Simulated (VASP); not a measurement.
# TiSe (P4/nmm) in VASP: a series of runs, part 2 of 2

VASP 6.6.1.

## Step 4: Single point, PBEsol

This run uses another cell than the first one, of 22.70 Å³/atom.

Input file INCAR:

```
SYSTEM = TiSe
  PREC = Accurate
  ENCUT = 520
  EDIFF = 1E-6
  ISMEAR = 1
  SIGMA = 0.3
  LREAL = .FALSE.
  LASPH = .TRUE.
  NELM = 100
  ALGO = Normal
  ISIF = 2
  LWAVE = .FALSE.
  LCHARG = .FALSE.
  GGA = PS
  NBANDS = 26
```

Input file KPOINTS:

```
Automatic mesh
0
Gamma
  6 6 4
  0.5 0.5 0.5
```

Input file POSCAR:

```
TiSe
1.0
    4.1321128065      0.0000000000      0.0000000000
    0.0000000000      4.1321128065      0.0000000000
    0.0000000000      0.0000000000      5.3189969528
Ti Se
2 2
Direct
    0.5000000000      0.5000000000      0.0000000000
    0.0000000000      0.0000000000      0.0000000000
    0.5000000000      0.0000000000      0.2653171979
    0.0000000000      0.5000000000      0.7346828021
```

Potentials or basis: VASP PAW PBE potentials, release 64 (Ti_sv, Se).

Command:

```bash
> cat potpaw_PBE.64/Ti_sv/POTCAR potpaw_PBE.64/Se/POTCAR > POTCAR
> mpirun -np 1 vasp_std > vasp.out
```

OUTCAR:

```text
SYSTEM = TiSe
   PREC = Accurate
   ENCUT = 520
   EDIFF = 1E-6
   ISMEAR = 1
   LREAL = .FALSE.
   LASPH = .TRUE.
   NELM = 100
   ISIF = 2
   GGA = PS

 ion  position               nearest neighbor table
   1  0.500  0.500  0.000-   3 2.50   4 2.50   3 2.50   4 2.50
   2  0.000  0.000  0.000-   3 2.50   4 2.50   4 2.50   3 2.50
   3  0.500  0.000  0.265-   1 2.50   2 2.50   1 2.50   2 2.50
   4  0.000  0.500  0.735-   1 2.50   2 2.50   2 2.50   1 2.50

  LATTYP: Found a simple tetragonal cell.
 ALAT       =     4.1321128065
 C/A-ratio  =     1.2872342073

  Lattice vectors:

 A1 = (   4.1321128065,   0.0000000000,   0.0000000000)
 A2 = (   0.0000000000,   4.1321128065,   0.0000000000)
 A3 = (   0.0000000000,   0.0000000000,   5.3189969528)

Analysis of symmetry for initial positions (statically):
=====================================================================
 Subroutine PRICEL returns:
 Original cell was already a primitive cell.

 Routine SETGRP: Setting up the symmetry group for a
 simple tetragonal supercell.

 Subroutine GETGRP returns: Found 16 space group operations
 (whereof  8 operations were pure point group operations)
 out of a pool of 16 trial point group operations.

The static configuration has the point symmetry D_2d.
 The point group associated with its full space group is D_4h.

Analysis of symmetry for dynamics (positions and initial velocities):
=====================================================================
 Subroutine PRICEL returns:
 Original cell was already a primitive cell.

 Routine SETGRP: Setting up the symmetry group for a
 simple tetragonal supercell.

 Subroutine GETGRP returns: Found 16 space group operations
 (whereof  8 operations were pure point group operations)
 out of a pool of 16 trial point group operations.

The dynamic configuration has the point symmetry D_2d.
 The point group associated with its full space group is D_4h.

 Subroutine INISYM returns: Found 16 space group operations
 (whereof  8 operations are pure point group operations),
 and found     1 'primitive' translations

----------------------------------------------------------------------------------------

                                     Primitive cell

  volume of cell :      90.8184

  direct lattice vectors                    reciprocal lattice vectors
     4.132112807  0.000000000  0.000000000     0.242006946  0.000000000  0.000000000
     0.000000000  4.132112807  0.000000000     0.000000000  0.242006946  0.000000000
     0.000000000  0.000000000  5.318996953     0.000000000  0.000000000  0.188005372

  length of vectors
     4.132112807  4.132112807  5.318996953     0.242006946  0.242006946  0.188005372

  position of ions in fractional coordinates (direct lattice)
     0.500000000  0.500000000  0.000000000
     0.000000000  0.000000000  0.000000000
     0.500000000  0.000000000  0.265317198
     0.000000000  0.500000000  0.734682802

  ion indices of the primitive-cell ions
   primitive index   ion index
                 1           1
                 2           2
                 3           3
                 4           4

[... 29 lines left out ...]
  0.250000  0.083333  0.125000     16.000000
  0.416667  0.083333  0.125000     16.000000
  0.250000  0.250000  0.125000      8.000000
  0.416667  0.250000  0.125000     16.000000
  0.416667  0.416667  0.125000      8.000000
  0.083333  0.083333  0.375000      8.000000
  0.250000  0.083333  0.375000     16.000000
  0.416667  0.083333  0.375000     16.000000
  0.250000  0.250000  0.375000      8.000000
  0.416667  0.250000  0.375000     16.000000
  0.416667  0.416667  0.375000      8.000000
   k-points           NKPTS =     12   k-points in BZ     NKDIM =     12   number of bands    NBANDS=     26
   number of dos      NEDOS =    301   number of ions     NIONS =      4
   total plane-waves  NPLWV =  40960
   dimension x,y,z NGX =    32 NGY =   32 NGZ =   40
   dimension x,y,z NGXF=    64 NGYF=   64 NGZF=   80
   ions per type =               2   2
   NGX,Y,Z   is equivalent  to a cutoff of  12.87, 12.87, 12.50 a.u.
   NGXF,Y,Z  is equivalent  to a cutoff of  25.75, 25.75, 25.00 a.u.
 SYSTEM =  TiSe
   PREC   = accura    normal or accurate (medium, high low for compatibility)
   ISTART =      0    job   : 0-new  1-cont  2-samecut
   ICHARG =      2    charge: 1-file 2-atom 10-const
   ISPIN  =      1    spin polarized calculation?
   LNONCOLLINEAR =      F non collinear calculations
   LSORBIT =      F    spin-orbit coupling
   LASPH  =      T    aspherical Exc in radial PAW
   ENCUT  =  520.0 eV  38.22 Ry    6.18 a.u.   7.68  7.68  9.89*2*pi/ulx,y,z
   NELM   =    100;   NELMIN=  2; NELMDL= -5     # of ELM steps
   EDIFF  = 0.1E-05   stopping-criterion for ELM
   LREAL  =      F    real-space projection
   EDIFFG = 0.1E-04   stopping-criterion for IOM
   NSW    =      0    number of steps for IOM
   IBRION =     -1    ionic relax: 0-MD 1-quasi-New 2-CG
   NFREE  =      0    steps in history (QN), initial steepest desc. (CG)
   ISIF   =      2    stress and relaxation
   ISYM   =      2    0-nonsym 1-usesym 2-fastsym
   POTIM  = 0.5000    time-step for ionic-motion
   TEBEG  =    0.0;   TEEND  =   0.0 temperature during run
   PSTRESS=    0.0 pullay stress
   NELECT =      36.0000    total number of electrons
   NUPDOWN=      -1.0000    fix difference up-down
   EMIN   =  10.00;   EMAX   =-10.00  energy-range for DOS
   EFERMI =   0.00;   METHOD = LEGACY
   ISMEAR =     1;   SIGMA  =   0.30  broadening in eV -4-tet -1-fermi 0-gaus
   EFERMI_NEDOS =   21; number of points for ismear=-14 and -15
   IALGO  =     38    algorithm
   IMIX   =      4    mixing-type and parameters
     AMIX     =   0.40;   BMIX     =  1.00
     AMIX_MAG =   1.60;   BMIX_MAG =  1.00
  volume/ion in A,a.u.               =      22.70       153.22
  Fermi-wavevector in a.u.,A,eV,Ry     =   1.202590  2.272566 19.677059  1.446223
  Thomas-Fermi vector in A             =   2.338367
   LORBIT       =      0    0 simple, 1 ext, 2 COOP (PROOUT), +10 PAW based schemes
   GGA     = PS    functional components
   LHFCALC =     F    Hartree Fock is set to
   AEXX    =    0.0000 exact exchange contribution
   IVDW    =     0    specifies the selected vdW correction
   LEPSILON=     F    determine dielectric tensor
   LRPA    =     F    only Hartree local field effects (RPA)
 non-spin polarized calculation
 Methfessel and Paxton  Order N= 1 SIGMA  =   0.30
  energy-cutoff  :      520.00
  volume of cell :       90.82
 maximum number of plane-waves:      2452
 NGX is ok and might be reduce to    32
   NGX = 15   NGY = 15   NGZ = 19

 number of electron      36.0000003 magnetization

 Free energy of the ion-electron system (eV)
  ---------------------------------------------------
  ext. energy  EPLUGINS =         0.00000000
  ---------------------------------------------------
  free energy    TOTEN  =       -27.67697259 eV

  energy without entropy =      -27.68239817  energy(sigma->0) =      -27.67878112

 E-fermi :   5.1788     XC(G=0):  -9.8323

 val. band max:        5.1615774151   @ k =   0.4167   0.2500   0.1250
 cond. band min:       5.1871600645   @ k =   0.2500   0.2500   0.3750
 fundamental gap:      0.0255826494
 Fermi energy:         5.1788047498

 k-point     1 :       0.0833    0.0833    0.1250
  band No.  band energies     occupation
      1     -51.7165      2.00000
      2     -51.6393      2.00000
      3     -28.3126      2.00000
      4     -28.2200      2.00000
      5     -28.1621      2.00000
      6     -28.1342      2.00000
[... 337 lines left out ...]
     25       8.1747     -0.00000
     26       8.2714     -0.00000

------------------------ aborting loop because EDIFF is reached ----------------------------------------

  FORCE on cell =-STRESS in cart. coord.  units (eV):
  Direction    XX          YY          ZZ          XY          YZ          ZX
  --------------------------------------------------------------------------------------
  -------------------------------------------------------------------------------------
  Total        0.0740976      0.0740976      0.0865830      0.0000000     -0.0000000      0.0000000
  in kB        1.3071952      1.3071952      1.5274573      0.0000000     -0.0000000      0.0000000
  external PRESSURE =       1.3806159 kB  Pullay stress =       0.0000000 kB

 VOLUME and BASIS-vectors are now :
 -----------------------------------------------------------------------------
  energy-cutoff  :      520.00
  volume of cell :       90.82
      direct lattice vectors                 reciprocal lattice vectors
     4.132112807  0.000000000  0.000000000     0.242006946  0.000000000  0.000000000
     0.000000000  4.132112807  0.000000000     0.000000000  0.242006946  0.000000000
     0.000000000  0.000000000  5.318996953     0.000000000  0.000000000  0.188005372

 POSITION                                       TOTAL-FORCE (eV/Angst)
 -----------------------------------------------------------------------------------
      2.06606      2.06606      0.00000         0.000000     -0.000000      0.000000
      0.00000      0.00000      0.00000        -0.000000      0.000000      0.000000
      2.06606      0.00000      1.41122        -0.000000      0.000000      0.044275
      0.00000      2.06606      3.90778        -0.000000     -0.000000     -0.044275
 -----------------------------------------------------------------------------------
    total drift:                                0.000000     -0.000000     -0.000000

  FREE ENERGIE OF THE ION-ELECTRON SYSTEM (eV)
  ---------------------------------------------------
  free  energy   TOTEN  =       -27.6769725905 eV

  energy  without entropy=      -27.6823981735  energy(sigma->0) =      -27.67878112
```

Wall time 40 s (1 thread of Intel Xeon 8259CL, shared host); peak memory 0.19 GiB.

What came out:

```
Free energy            : -27.6770 eV
Pressure               : 0.1 GPa
Largest force          : 0.044 eV/Å
Band gap on the k mesh : zero (bands 18 and 19 overlap by 0.87 eV)
```

Forces in eV/Å, atoms in the order of the input:
```
Ti   0.000  0.000  0.000
Ti   0.000  0.000  0.000
Se   0.000  0.000  0.044
Se   0.000  0.000 -0.044
```

Caveat: so wide a smearing shifts energies and pressures; the PAW data sets were made with another functional, which shifts forces and pressure a little.

## Step 5: Overview

| level | cell | gap on the mesh (eV) | pressure (GPa) | largest force (eV/Å) |
| --- | --- | --- | --- | --- |
| PBEsol+D3(BJ) | a = 4.112, b = 4.112, c = 4.636 Å, 4 atoms, atomic positions A | none | 0.3 | 0.01 |
| BLYP+D3(BJ) | a = 4.169, b = 4.169, c = 4.667 Å, 4 atoms, atomic positions B | none | 0.4 | 0.06 |
| PBEsol | a = 4.132, b = 4.132, c = 5.319 Å, 4 atoms, atomic positions C | none | 0.1 | 0.04 |

Alike in all rows: task single point; potentials or basis VASP PAW PBE potentials, release 64 (Ti_sv, Se); no spin polarisation; k mesh 6 × 6 × 4, shifted; cutoff (eV) 520; smearing methfessel-paxton 0.3 eV.

Caveats: so wide a smearing shifts energies and pressures; the PAW data sets were made with another functional, which shifts forces and pressure a little.

Total energies depend on the potentials used, so only differences within one code and one set of settings carry meaning.
